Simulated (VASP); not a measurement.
## Os: single point with PBEsol

The system is Os.

```xyz
2
Lattice="2.7341 0.0000 0.0000 -1.3670 2.3678 0.0000 0.0000 0.0000 4.4817" Properties=species:S:1:pos:R:3 pbc="T T T"
Os    0.0000    1.5785    1.1204
Os    1.3670    0.7893    3.3613
```

This cell differs from its parent crystal: strain +0.0375 x Voigt [0, 0, 1, 0, 0, 0].

```json
{
 "Program": "VASP 6.6.1",
 "Task": "single point",
 "Functional": "PBEsol",
 "Potentials or basis": "VASP PAW PBE potentials, release 64 (Os)",
 "Cutoff": "520 eV",
 "k mesh": "18 × 18 × 12",
 "Occupations": "gaussian, width 0.15 eV",
 "Spin": "no spin polarisation",
 "Dipole correction": "no",
 "Further INCAR settings": "ALGO = Normal; EDIFF = 1e-07; NBANDS = 15"
}
```

| Quantity | Value |
| --- | --- |
| Pressure | -16.8 GPa |
| Band gap on the k mesh | zero (band 8 reaches 10.96 eV, above the bottom of band 9 at 7.22 eV) |

Stress tensor (GPa, compression positive):
```
 -9.83   0.00   0.00
  0.00  -9.83   0.00
  0.00   0.00 -30.80
```

Levels at points of the mesh, in eV from the Fermi level:
| k point | band 4 | band 5 | band 6 | band 7 | band 8 | band 9 | band 10 | band 11 | band 12 | band 13 |
| --- | --- | --- | --- | --- | --- | --- | --- | --- | --- | --- |
| (0.00, 0.00, 0.00) | -2.86 | -2.86 | -2.16 | -2.16 | -1.16 | -1.16 | -0.40 | 1.61 | 1.61 | 8.13 |
| (0.50, 0.00, 0.00) | -3.08 | -2.71 | -2.69 | -2.05 | 2.20 | 2.36 | 2.64 | 4.27 | 5.56 | 8.98 |
| (0.00, 0.00, 0.50) | -3.62 | -2.95 | -2.95 | -2.95 | -2.95 | 0.82 | 0.82 | 0.82 | 0.82 | 13.77 |
| (0.50, 0.00, 0.50) | -5.22 | -0.99 | -0.99 | -0.15 | -0.15 | 2.46 | 2.46 | 3.13 | 3.13 | 8.81 |

Wall time 37 s on 1 thread of Intel(R) Xeon(R) 6975P-C (Granite Rapids) (shared host), peak memory 0.21 GiB.

Caveat: the cell differs from its parent crystal (strain +0.0375 x Voigt [0, 0, 1, 0, 0, 0]); the PAW data sets were made with another functional, which shifts forces and pressure a little; spin-orbit coupling is left out, which moves the levels of the heavy elements.
